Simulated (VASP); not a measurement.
# SiO2 (Cristobalite) (P4_12_12) in VASP: single point with PBEsol

Aim: the single point of SiO2 (Cristobalite) with PBEsol.

All numbers are computed with VASP 6.6.1; they aren't measurements. Logs are shortened: lines on timing, memory, paths and dates and some standing lists are left out, and cuts for length are marked.

**1. The cell of the first run**

Symmetry: P4_12_12, No. 92, tetragonal system. The conventional cell has a = 5.027 Å, b = 5.027 Å, c = 7.006 Å, α = 90.00°, β = 90.00°, γ = 90.00°. Si (site symmetry 2) has 4 O at 1.62 Å within 2.2 Å. O (site symmetry 1) has 2 Si at 1.62 Å within 2.2 Å.

**2. Single point, PBEsol**

Contents of INCAR:

```
PREC = Accurate
ENCUT = 520
EDIFF = 1E-6
ISMEAR = 0
SIGMA = 0.02
LREAL = F
LASPH = T
NELM = 80
ALGO = Normal
ISIF = 2
LWAVE = F
LCHARG = T
GGA = PS
LELF = T
LVHAR = T
NBANDS = 44
```

Contents of KPOINTS:

```
regular mesh
0
Gamma
  6 6 4
```

Contents of POSCAR:

```
SiO2
1.0
    5.0268851628      0.0000000000      0.0000000000
    0.0000000000      5.0268851628      0.0000000000
    0.0000000000      0.0000000000      7.0056413580
Si O
4 8
Direct
    0.2981585358      0.2981585358      0.0000000000
    0.2018414642      0.7981585358      0.2500000000
    0.7018414642      0.7018414642      0.5000000000
    0.7981585358      0.2018414642      0.7500000000
    0.2395719894      0.1020662051      0.1784158048
    0.3979337949      0.7395719894      0.4284158048
    0.7604280106      0.8979337949      0.6784158048
    0.6020662051      0.2604280106      0.9284158048
    0.7395719894      0.3979337949      0.5715841952
    0.8979337949      0.7604280106      0.3215841952
    0.2604280106      0.6020662051      0.0715841952
    0.1020662051      0.2395719894      0.8215841952
```

Potentials or basis: VASP PAW PBE potentials, release 64 (Si, O).

Started as:

```
> cat potpaw_PBE.64/Si/POTCAR potpaw_PBE.64/O/POTCAR > POTCAR
> mpirun -np 1 vasp_std > vasp.out
```

OUTCAR:

```text
PREC = Accurate
   ENCUT = 520
   EDIFF = 1E-6
   ISMEAR = 0
   LREAL = F
   LASPH = T
   NELM = 80
   ISIF = 2
   GGA = PS

 ion  position               nearest neighbor table
   1  0.298  0.298  0.000-   5 1.62  12 1.62  11 1.62   8 1.62   2 3.10   4 3.10   2 3.10   4 3.10

   2  0.202  0.798  0.250-   6 1.62  11 1.62  10 1.62   5 1.62   1 3.10   3 3.10   1 3.10   3 3.10

   3  0.702  0.702  0.500-   7 1.62  10 1.62   9 1.62   6 1.62   2 3.10   4 3.10   4 3.10   2 3.10

   4  0.798  0.202  0.750-   8 1.62   9 1.62   7 1.62  12 1.62   1 3.10   3 3.10   3 3.10   1 3.10

   5  0.240  0.102  0.178-   1 1.62   2 1.62
   6  0.398  0.740  0.428-   2 1.62   3 1.62
   7  0.760  0.898  0.678-   3 1.62   4 1.62
   8  0.602  0.260  0.928-   4 1.62   1 1.62
   9  0.740  0.398  0.572-   4 1.62   3 1.62
  10  0.898  0.760  0.322-   3 1.62   2 1.62
  11  0.260  0.602  0.072-   2 1.62   1 1.62
  12  0.102  0.240  0.822-   1 1.62   4 1.62

  LATTYP: Found a simple tetragonal cell.
 ALAT       =     5.0268851628
 C/A-ratio  =     1.3936346527

  Lattice vectors:

 A1 = (   5.0268851628,   0.0000000000,   0.0000000000)
 A2 = (   0.0000000000,   5.0268851628,   0.0000000000)
 A3 = (   0.0000000000,   0.0000000000,   7.0056413580)

Analysis of symmetry for initial positions (statically):
=====================================================================
 Subroutine PRICEL returns:
 Original cell was already a primitive cell.

 Routine SETGRP: Setting up the symmetry group for a
 simple tetragonal supercell.

 Subroutine GETGRP returns: Found  8 space group operations
 (whereof  2 operations were pure point group operations)
 out of a pool of 16 trial point group operations.

The static configuration has the point symmetry C_2 .
 The point group associated with its full space group is D_4 .

Analysis of symmetry for dynamics (positions and initial velocities):
=====================================================================
 Subroutine PRICEL returns:
 Original cell was already a primitive cell.

 Routine SETGRP: Setting up the symmetry group for a
 simple tetragonal supercell.

 Subroutine GETGRP returns: Found  8 space group operations
 (whereof  2 operations were pure point group operations)
 out of a pool of 16 trial point group operations.

The dynamic configuration has the point symmetry C_2 .
 The point group associated with its full space group is D_4 .

 Subroutine INISYM returns: Found  8 space group operations
 (whereof  2 operations are pure point group operations),
 and found     1 'primitive' translations

----------------------------------------------------------------------------------------

                                     Primitive cell

  volume of cell :     177.0296

  direct lattice vectors                    reciprocal lattice vectors
     5.026885163  0.000000000  0.000000000     0.198930345  0.000000000  0.000000000
     0.000000000  5.026885163  0.000000000     0.000000000  0.198930345  0.000000000
     0.000000000  0.000000000  7.005641358     0.000000000  0.000000000  0.142742106

  length of vectors
     5.026885163  5.026885163  7.005641358     0.198930345  0.198930345  0.142742106

  position of ions in fractional coordinates (direct lattice)
     0.298158536  0.298158536  0.000000000
     0.201841464  0.798158536  0.250000000
     0.701841464  0.701841464  0.500000000
     0.798158536  0.201841464  0.750000000
     0.239571989  0.102066205  0.178415805
     0.397933795  0.739571989  0.428415805
     0.760428011  0.897933795  0.678415805
     0.602066205  0.260428011  0.928415805
     0.739571989  0.397933795  0.571584195
     0.897933795  0.760428011  0.321584195
     0.260428011  0.602066205  0.071584195
     0.102066205  0.239571989  0.821584195

  ion indices of the primitive-cell ions
   primitive index   ion index
                 1           1
                 2           2
                 3           3
                 4           4
                 5           5
                 6           6
                 7           7
                 8           8
                 9           9
                10          10
                11          11
                12          12

----------------------------------------------------------------------------------------

 KPOINTS: regular mesh

Automatic generation of k-mesh.
 Grid dimensions read from file:
 generate k-points for:    6    6    4

 Generating k-lattice:

  Cartesian coordinates                     Fractional coordinates (reciprocal lattice)
     0.033155058  0.000000000  0.000000000     0.166666667  0.000000000  0.000000000
     0.000000000  0.033155058  0.000000000     0.000000000  0.166666667  0.000000000
     0.000000000  0.000000000  0.035685526     0.000000000  0.000000000  0.250000000

  Length of vectors
     0.033155058  0.033155058  0.035685526

  Shift w.r.t. Gamma in fractional coordinates (k-lattice)
     0.000000000  0.000000000  0.000000000

 Subroutine IBZKPT returns following result:
 ===========================================

 Found     30 irreducible k-points:

 Following reciprocal coordinates:
            Coordinates               Weight
  0.000000  0.000000  0.000000      1.000000
  0.166667  0.000000  0.000000      4.000000
  0.333333  0.000000  0.000000      4.000000
  0.500000  0.000000  0.000000      2.000000
  0.166667  0.166667  0.000000      4.000000
  0.333333  0.166667  0.000000      8.000000
[... 16 lines left out ...]
  0.333333  0.000000  0.500000      4.000000
  0.500000  0.000000  0.500000      2.000000
 [... further k-points ...]
   k-points           NKPTS =     30   k-points in BZ     NKDIM =     30   number of bands    NBANDS=     44
   number of dos      NEDOS =    301   number of ions     NIONS =     12
   total plane-waves  NPLWV =  86400
   dimension x,y,z NGX =    40 NGY =   40 NGZ =   54
   dimension x,y,z NGXF=    80 NGYF=   80 NGZF=  108
   ions per type =               4   8
   NGX,Y,Z   is equivalent  to a cutoff of  13.23, 13.23, 12.81 a.u.
   NGXF,Y,Z  is equivalent  to a cutoff of  26.46, 26.46, 25.63 a.u.
 SYSTEM =  unknown system
   PREC   = accura    normal or accurate (medium, high low for compatibility)
   ISTART =      0    job   : 0-new  1-cont  2-samecut
   ICHARG =      2    charge: 1-file 2-atom 10-const
   ISPIN  =      1    spin polarized calculation?
   LNONCOLLINEAR =      F non collinear calculations
   LSORBIT =      F    spin-orbit coupling
   LASPH  =      T    aspherical Exc in radial PAW
   ENCUT  =  520.0 eV  38.22 Ry    6.18 a.u.   9.35  9.35 13.03*2*pi/ulx,y,z
   NELM   =     80;   NELMIN=  2; NELMDL= -5     # of ELM steps
   EDIFF  = 0.1E-05   stopping-criterion for ELM
   LREAL  =      F    real-space projection
   EDIFFG = 0.1E-04   stopping-criterion for IOM
   NSW    =      0    number of steps for IOM
   IBRION =     -1    ionic relax: 0-MD 1-quasi-New 2-CG
   NFREE  =      0    steps in history (QN), initial steepest desc. (CG)
   ISIF   =      2    stress and relaxation
   ISYM   =      2    0-nonsym 1-usesym 2-fastsym
   POTIM  = 0.5000    time-step for ionic-motion
   TEBEG  =    0.0;   TEEND  =   0.0 temperature during run
   PSTRESS=    0.0 pullay stress
   NELECT =      64.0000    total number of electrons
   NUPDOWN=      -1.0000    fix difference up-down
   EMIN   =  10.00;   EMAX   =-10.00  energy-range for DOS
   EFERMI =   0.00;   METHOD = LEGACY
   ISMEAR =     0;   SIGMA  =   0.02  broadening in eV -4-tet -1-fermi 0-gaus
   EFERMI_NEDOS =   21; number of points for ismear=-14 and -15
   IALGO  =     38    algorithm
   IMIX   =      4    mixing-type and parameters
     AMIX     =   0.40;   BMIX     =  1.00
     AMIX_MAG =   1.60;   BMIX_MAG =  1.00
  volume/ion in A,a.u.               =      14.75        99.55
  Fermi-wavevector in a.u.,A,eV,Ry     =   1.166235  2.203865 18.505351  1.360105
  Thomas-Fermi vector in A             =   2.302751
   LORBIT       =      0    0 simple, 1 ext, 2 COOP (PROOUT), +10 PAW based schemes
   GGA     = PS    functional components
   LHFCALC =     F    Hartree Fock is set to
   AEXX    =    0.0000 exact exchange contribution
   IVDW    =     0    specifies the selected vdW correction
   LEPSILON=     F    determine dielectric tensor
   LRPA    =     F    only Hartree local field effects (RPA)
 non-spin polarized calculation
 Gauss-broadening in eV      SIGMA  =   0.02
  energy-cutoff  :      520.00
  volume of cell :      177.03
 maximum number of plane-waves:      4815
 NGX is ok and might be reduce to    40
   NGX = 19   NGY = 19   NGZ = 27

 number of electron      64.0000003 magnetization

 Free energy of the ion-electron system (eV)
  ---------------------------------------------------
  ext. energy  EPLUGINS =         0.00000000
  ---------------------------------------------------
  free energy    TOTEN  =       -98.69390968 eV

  energy without entropy =      -98.69390968  energy(sigma->0) =      -98.69390968

 E-fermi :  -0.0365     XC(G=0):  -8.4204

 val. band max:       -0.1391858749   @ k =   0.0000   0.0000   0.0000
 cond. band min:       5.4352852266   @ k =   0.0000   0.0000   0.0000
 fundamental gap:      5.5744711015
 Fermi energy:        -0.0364549394

 k-point     1 :       0.0000    0.0000    0.0000
  band No.  band energies     occupation
      1     -19.4717      2.00000
      2     -18.5778      2.00000
      3     -18.5778      2.00000
      4     -17.4141      2.00000
      5     -17.3759      2.00000
      6     -17.3737      2.00000
[... 36 lines left out ...]
     43      10.9689      0.00000
     44      11.0817      0.00000
[... 1040 lines left out ...]
      4     -18.0495      2.00000
      5     -17.4137      2.00000
      6     -17.4137      2.00000
[... 36 lines left out ...]
     43      11.1499      0.00000
     44      11.1500      0.00000

 [... further k-points ...]

------------------------ aborting loop because EDIFF is reached ----------------------------------------

  FORCE on cell =-STRESS in cart. coord.  units (eV):
  Direction    XX          YY          ZZ          XY          YZ          ZX
  --------------------------------------------------------------------------------------
  -------------------------------------------------------------------------------------
  Total        0.5880951      0.5880951      0.5595740      0.0000000      0.0000000      0.0000000
  in kB        5.3224588      5.3224588      5.0643333      0.0000000      0.0000000      0.0000000
  external PRESSURE =       5.2364170 kB  Pullay stress =       0.0000000 kB

 VOLUME and BASIS-vectors are now :
 -----------------------------------------------------------------------------
  energy-cutoff  :      520.00
  volume of cell :      177.03
      direct lattice vectors                 reciprocal lattice vectors
     5.026885163  0.000000000  0.000000000     0.198930345  0.000000000  0.000000000
     0.000000000  5.026885163  0.000000000     0.000000000  0.198930345  0.000000000
     0.000000000  0.000000000  7.005641358     0.000000000  0.000000000  0.142742106

 POSITION                                       TOTAL-FORCE (eV/Angst)
 -----------------------------------------------------------------------------------
      1.49881      1.49881      0.00000         0.019360      0.019360     -0.000000
      1.01463      4.01225      1.75141        -0.019360      0.019360     -0.000000
      3.52808      3.52808      3.50282        -0.019360     -0.019360     -0.000000
      4.01225      1.01463      5.25423         0.019360     -0.019360     -0.000000
      1.20430      0.51308      1.24992        -0.002864      0.011988      0.013237
      2.00037      3.71774      3.00133        -0.011988     -0.002864      0.013237
      3.82258      4.51381      4.75274         0.002864     -0.011988      0.013237
      3.02652      1.30914      6.50415         0.011988      0.002864      0.013237
      3.71774      2.00037      4.00431        -0.002864     -0.011988     -0.013237
      4.51381      3.82258      2.25290        -0.011988      0.002864     -0.013237
      1.30914      3.02652      0.50149         0.002864      0.011988     -0.013237
      0.51308      1.20430      5.75572         0.011988     -0.002864     -0.013237
 -----------------------------------------------------------------------------------
    total drift:                               -0.000000      0.000000     -0.000000

  FREE ENERGIE OF THE ION-ELECTRON SYSTEM (eV)
  ---------------------------------------------------
  free  energy   TOTEN  =       -98.6939096776 eV

  energy  without entropy=      -98.6939096776  energy(sigma->0) =      -98.69390968
```

It took 4.1 min on 1 thread of Intel Xeon 6975P-C, shared host; peak memory 0.37 GiB.

What came out:

```
Free energy            : -98.6939 eV
Pressure               : 0.5 GPa
Largest force          : 0.027 eV/Å
Band gap on the k mesh : 5.57 eV, direct
```

Forces in eV/Å, atoms in the order of the input:
```
Si   0.019  0.019  0.000
Si  -0.019  0.019  0.000
Si  -0.019 -0.019  0.000
Si   0.019 -0.019  0.000
O   -0.003  0.012  0.013
O   -0.012 -0.003  0.013
O    0.003 -0.012  0.013
O    0.012  0.003  0.013
O   -0.003 -0.012 -0.013
O   -0.012  0.003 -0.013
O    0.003  0.012 -0.013
O    0.012 -0.003 -0.013
```

Caveat: the PAW data sets were made with another functional, which shifts forces and pressure a little.
